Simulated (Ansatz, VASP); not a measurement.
## K: VASP beside Ansatz

```
CELL_PARAMETERS angstrom
7.34693 0.00000 0.00000
-3.67346 6.36262 0.00000
0.00000 0.00000 4.38183
ATOMIC_POSITIONS crystal
K 0.00000 0.00000 0.00000
K 0.33333 0.66667 0.50000
K 0.66667 0.33333 0.50000
```

Alike in both runs: task single point; functional PBE; k mesh 7 × 7 × 9; occupations fermi-dirac, width 0.1 eV; no spin polarisation.

|  | VASP | Ansatz |
| --- | --- | --- |
| version | VASP 6.6.1 | Ansatz 0.2.0 |
| potentials or method | VASP PAW PBE potentials, release 64 (K_sv), cutoff 520 eV | plane waves (420 eV) with PAW, scalar-relativistic |
| valence electrons in the cell | 27 | 27 |

Ansatz gave:

```
pressure (GPa) : 0.4
```

Question: Estimate VASP's values.

Answer: Pressure (GPa): 0.3.
